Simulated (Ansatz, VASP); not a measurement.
AlV2C: VASP beside Ansatz

File INCAR:

```
SYSTEM = AlV2C
ALGO = Normal
EDIFF = 1E-7
EDIFFG = -0.01
ENCUT = 600
GGA = PE
IBRION = 2
ISIF = 3
ISMEAR = 0
LASPH = .True.
LCHARG = .False.
LREAL = .False.
LWAVE = .False.
NELM = 60
NSW = 100
PREC = Accurate
SIGMA = 0.1
```

File KPOINTS:

```
k-points
0
Gamma
  12 12 4
  0 0 0
```

File POSCAR:

```
AlV2C
1.0
    2.8875989900      0.0000000000      0.0000000000
   -1.4437995000      2.5007340900      0.0000000000
    0.0000000000      0.0000000000     13.1048231100
Al V C
2 4 2
Direct
    0.3333333300      0.6666666700      0.2500000000
    0.6666666700      0.3333333300      0.7500000000
    0.3333333300      0.6666666700      0.5863842400
    0.6666666700      0.3333333300      0.4136157600
    0.6666666700      0.3333333300      0.0863842400
    0.3333333300      0.6666666700      0.9136157600
    0.0000000000      0.0000000000      0.0000000000
    0.0000000000      0.0000000000      0.5000000000
```

Input for Ansatz:

```yaml
crystal:
  lattice:
    - [2.88759899, 0.0, 0.0]
    - [-1.4437995, 2.50073409, 0.0]
    - [0.0, 0.0, 13.10482311]
  atoms:
    - { symbol: Al, position: [0.33333333, 0.66666667, 0.25] }
    - { symbol: Al, position: [0.66666667, 0.33333333, 0.75] }
    - { symbol: V, position: [0.33333333, 0.66666667, 0.58638424] }
    - { symbol: V, position: [0.66666667, 0.33333333, 0.41361576] }
    - { symbol: V, position: [0.66666667, 0.33333333, 0.08638424] }
    - { symbol: V, position: [0.33333333, 0.66666667, 0.91361576] }
    - { symbol: C, position: [0.0, 0.0, 0.0] }
    - { symbol: C, position: [0.0, 0.0, 0.5] }
basis:
  ecutwfc: 420
kpoints:
  mp_grid: { grid: [12, 12, 4] }
hamiltonian:
  xc: pbe
scf:
  occupations: { method: gaussian, width: 0.1 }
output:
  forces: true
  stress: true
  eigenvalues: true
  write_density: true
  write_potential: true
  elf: true
  volumetric_format: npy
relax:
  adjacent_minimum: "off"
  f_tol: 0.01
  max_steps: 80
  cell: { stress_tol: 0.05 }
```

Alike in both runs: task relaxation of cell and atoms; functional PBE; k mesh 12 × 12 × 4; occupations gaussian, width 0.1 eV; no spin polarisation.

|  | VASP | Ansatz |
| --- | --- | --- |
| version | VASP 6.6.1 | Ansatz 0.2.0 |
| potentials or method | VASP PAW PBE potentials, release 64 (Al, V_sv, C), cutoff 600 eV | scalar-relativistic, plane waves, PAW |
| valence electrons in the cell | 66 | 66 |

|  | VASP | Ansatz | Ansatz less VASP |
| --- | --- | --- | --- |
| gap on the k mesh at the Fermi level, each at its own relaxed structure (eV) | none | none | - |
| relaxed volume (Å³/atom) | 12.00 | 11.99 | -0.009 |
| relaxed cell length with the largest relative difference (Å) | 2.906 | 2.905 | -0.0009 |

A gap of «none» marks a metal or a gap that the smearing closes.
